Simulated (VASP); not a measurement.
A run of VASP 6.6.1 is set up as follows.

File INCAR:

```
SYSTEM = MgH2
PREC = Accurate ; ENCUT = 840
EDIFF = 1E-7 ; ISMEAR = 0
SIGMA = 0.1 ; LREAL = .False.
LASPH = .True. ; NELM = 120
ALGO = Normal ; ISIF = 3
LWAVE = .False. ; LCHARG = .False.
GGA = PE ; IBRION = 2
NSW = 90 ; EDIFFG = -0.04
GGA_COMPAT = .False. ; NELMIN = 4
```

Contents of KPOINTS:

```
Automatic mesh
0
Gamma
  4 4 6
  0 0 0
```

The input POSCAR:

```
MgH2
1.0
    4.0677859700      0.0000000000      0.0000000000
    0.0000000000      4.0677859700      0.0000000000
    0.0000000000      0.0000000000      2.8763590400
Mg H
1 2
Direct
    0.0000000000      0.0000000000      0.0000000000
    0.5000000000      0.0000000000      0.5000000000
    0.0000000000      0.5000000000      0.5000000000
```

Potentials or basis: VASP PAW PBE potentials, release 64 (Mg_sv, H).

Command:

```bash
$ cat potpaw_PBE.64/Mg_sv/POTCAR potpaw_PBE.64/H/POTCAR > POTCAR
$ mpirun -np 1 vasp_std > vasp.out
```

Problem. Predict the relaxed volume.

Solution. 9.66 Å³/atom.

Problem. Estimate the space group after relaxing (to 0.1 Å).

Solution. P4/mmm (No. 123).

Problem. Predict the band gap on the k mesh.

Solution. Zero (bands 6 and 7 overlap by 1.20 eV).

Step by step:
| step | energy change (eV) | largest force (eV/Å) | pressure (GPa) | volume (Å³) |
| --- | --- | --- | --- | --- |
| 1 | 0.0000 | 0.0000 | -10.28 | 47.59 |
| 2 | -0.4826 | 0.0000 | -9.33 | 40.89 |
| 3 | -0.8605 | 0.0000 | -6.15 | 34.11 |
| 4 | -0.6370 | 0.0000 | 17.44 | 22.69 |
| 5 | -0.9617 | 0.0000 | -2.33 | 30.20 |
| 6 | -0.9682 | 0.0000 | -0.60 | 29.04 |
| 7 | -0.9678 | 0.0000 | -1.09 | 29.36 |
| 8 | -0.9722 | 0.0000 | -0.36 | 29.05 |
| 9 | -0.9724 | 0.0000 | -0.11 | 28.97 |

Caveat: the k points lie up to 0.48 Å⁻¹ apart in the final cell, too coarse for converged energies and pressures of a metal; the cell differs from its parent crystal (atoms taken out); the volume moved by over 15 % at a fixed basis, so the end points are rough.
